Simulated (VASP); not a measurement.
The system is TiAl.

```xyz
2
Lattice="3.1617 0.0000 0.0000 0.0000 3.1617 0.0000 0.0000 0.0000 3.1617" Properties=species:S:1:pos:R:3 pbc="T T T"
Al    0.0000    0.0000    0.0000
Ti    1.5809    1.5809    1.5809
```

| Property | Result |
| --- | --- |
| Program | VASP 6.6.1 |
| Task | relaxation of cell and atoms |
| Functional | PBE |
| Potentials or basis | VASP PAW PBE potentials, release 64 (Al, Ti_sv) |
| Cutoff | 500 eV |
| k mesh | 14 × 14 × 14 |
| Occupations | gaussian, width 0.1 eV |
| Spin | no spin polarisation |

At the start: pressure 2.7 GPa; volume 15.80 Å³/atom.

Q: Where does the relaxation end?

A: Over 3 steps the energy falls by 3.0 meV/atom and the volume is 16.17 Å³/atom (+2.3 %); space group Pm-3m (No. 221, to 0.05 Å).

Step by step:
| step | energy change (eV) | largest force (eV/Å) | pressure (GPa) | volume (Å³) |
| --- | --- | --- | --- | --- |
| 1 | 0.0000 | 0.0000 | 2.67 | 31.61 |
| 2 | -0.0034 | 0.0000 | -1.63 | 32.83 |
| 3 | -0.0059 | 0.0000 | 0.01 | 32.33 |

Final structure:
```xyz
2
Lattice="3.1857 0.0000 0.0000 0.0000 3.1857 0.0000 0.0000 0.0000 3.1857" Properties=species:S:1:pos:R:3 pbc="T T T"
Al    0.0000    0.0000    0.0000
Ti    1.5929    1.5929    1.5929
```
